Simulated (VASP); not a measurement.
Set up this calculation in VASP 6.6.1, as the native input.

```yaml
Task: single point
Functional: r2SCAN
Potentials_or_basis: VASP PAW PBE potentials, release 64 (K_sv, I)
Cutoff: 520 eV
k_mesh: 6 × 6 × 6
Occupations: gaussian, width 0.01 eV
Spin: no spin polarisation
Dipole_correction: no
Further_INCAR_settings: ALGO = Normal; EDIFF = 1e-06; NBANDS = 15
```

KI:

```
CELL_PARAMETERS angstrom
4.35988 -0.11429 -0.11429
-0.11429 4.35988 -0.11429
-0.11429 -0.11429 4.35988
ATOMIC_POSITIONS crystal
K 0.00000 0.00000 0.00000
I 0.50000 0.50000 0.50000
```

This cell differs from its parent crystal: epitaxial 111 strain +4.3%.

These files were run (other wordings do the same):

POSCAR

```
KI
1.0
    4.3598765083     -0.1142867907     -0.1142867907
   -0.1142867907      4.3598765083     -0.1142867907
   -0.1142867907     -0.1142867907      4.3598765083
K I
1 1
Direct
    0.0000000000      0.0000000000      0.0000000000
    0.5000000000      0.5000000000      0.5000000000
```

INCAR.step1

```
ALGO = Normal
EDIFF = 1E-4
ENCUT = 520
GGA = PE
ISMEAR = 0
LASPH = T
LCHARG = F
LREAL = F
LWAVE = T
NBANDS = 15
NELM = 60
PREC = Accurate
SIGMA = 0.01
```

INCAR.step2

```
ALGO = Normal
EDIFF = 1E-6
ENCUT = 520
ISIF = 2
ISMEAR = 0
ISTART = 1
LASPH = T
LCHARG = F
LMIXTAU = T
LREAL = F
LWAVE = F
METAGGA = R2SCAN
NBANDS = 15
NELM = 60
PREC = Accurate
SIGMA = 0.01
```

KPOINTS

```
k-points
0
Gamma
  6 6 6
```

Potentials or basis: VASP PAW PBE potentials, release 64 (K_sv, I).

Launch:

```bash
$ cat potpaw_PBE.64/K_sv/POTCAR potpaw_PBE.64/I/POTCAR > POTCAR
$ cp INCAR.step1 INCAR
$ mpirun -np 1 vasp_std > vasp.out
$ cp INCAR.step2 INCAR
$ mpirun -np 1 vasp_std > vasp.out
```

It gave:

```
Pressure               : -0.5 GPa
Band gap on the k mesh : 3.93 eV, indirect (least direct gap 4.22 eV)
```

Caveat: the cell differs from its parent crystal (epitaxial 111 strain +4.3%); the PAW data sets were made with another functional, which shifts forces and pressure a little; spin-orbit coupling is left out, which moves the levels of the heavy elements.

Run time: 58 s on 1 thread of AMD EPYC 9R45 96-Core Processor (Zen 5) (shared host), peak memory 0.17 GiB.
